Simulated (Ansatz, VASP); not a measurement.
**Two plane-wave programs on PbS**

```
Pb S
1.0
     0.00000    2.85492    2.85492
     2.85492    0.00000    2.85492
     2.85492    2.85492    0.00000
Pb S
1 1
Direct
  0.00000 0.00000 0.00000
  0.50000 0.50000 0.50000
```

Alike in both runs: task single point; functional LDA; k mesh 12 × 12 × 12; occupations gaussian, width 0.03 eV; no spin polarisation.

|  | VASP | Ansatz |
| --- | --- | --- |
| version | VASP 6.6.1 | Ansatz 0.2.0 |
| potentials or method | VASP PAW LDA potentials, release 64 (Pb_d, S), cutoff 500 eV | scalar-relativistic, plane waves, PAW |
| valence electrons in the cell | 20 | 20 |

VASP gave:

```
gap on the k mesh at the Fermi level (eV) : 0.28
least direct gap on the mesh (eV)         : 0.28
pressure (GPa)                            : 5.4
```

Task: Which values does Ansatz return?

Result: gap on the k mesh at the Fermi level (eV): 0.25; least direct gap on the mesh (eV): 0.25; pressure (GPa): 5.3.

LDA's correlation is that of Perdew and Zunger in VASP and of Perdew and Wang (1992) in Ansatz.

Spin-orbit coupling is off throughout.
